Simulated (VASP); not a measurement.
Write the native input for VASP 6.6.1 that does the following.

```yaml
Task: relaxation of the atoms
Functional: PBE
Potentials_or_basis: VASP PAW PBE potentials, release 64 (Sn_d, Zn, N)
Cutoff: 520 eV
k_mesh: 7 × 7 × 3
Occupations: fermi-dirac, width 0.05 eV
Spin: no spin polarisation
Dipole_correction: no
Further_INCAR_settings: ALGO = Normal; EDIFF = 1e-07; IBRION = 2; EDIFFG = -0.01; NSW = 60
```

The structure of ZnSn2N2 lies in POSCAR:

```
ZnSn2N2
1.0
    3.3523260000      0.0000000000      0.0000000000
    0.0000000000      3.3523260000      0.0000000000
    0.0000000000      0.0000000000      7.7416406400
Sn Zn N
2 1 2
Direct
    0.5000000000      0.5000000000      0.3058270000
    0.5000000000      0.5000000000      0.6941730000
    0.0000000000      0.0000000000      0.0000000000
    0.0000000000      0.5000000000      0.8541900000
    0.5000000000      0.0000000000      0.1458100000
```

The input as run:

INCAR

```
SYSTEM = ZnSn2N2
PREC = Accurate ; ENCUT = 520
EDIFF = 1E-7 ; ISMEAR = -1
SIGMA = 0.05 ; LREAL = .FALSE.
LASPH = .TRUE. ; NELM = 60
ALGO = Normal ; ISIF = 2
LWAVE = .FALSE. ; LCHARG = .FALSE.
GGA = PE ; IBRION = 2
NSW = 60 ; EDIFFG = -0.01
```

KPOINTS

```
regular mesh
0
G
  7 7 3
  0 0 0
```

Potentials or basis: VASP PAW PBE potentials, release 64 (Sn_d, Zn, N).

The run is started by

```bash
$ cat potpaw_PBE.64/Sn_d/POTCAR potpaw_PBE.64/Zn/POTCAR potpaw_PBE.64/N/POTCAR > POTCAR
$ mpirun -np 1 vasp_std > vasp.out
```

It gave:

The energy gained by relaxing is 2.0 meV/atom, the ionic steps are 5 and the pressure after relaxing is 3.1 GPa. The largest force after relaxing is 0.004 eV/Å and the band gap on the k mesh is zero (bands 25 and 26 overlap by 1.49 eV).

Caveat: spin-orbit coupling is left out, which moves the levels of the heavy elements.

Wall time 100 s on 1 thread of Intel(R) Xeon(R) Platinum 8559C (Emerald Rapids) (shared host), peak memory 0.24 GiB.
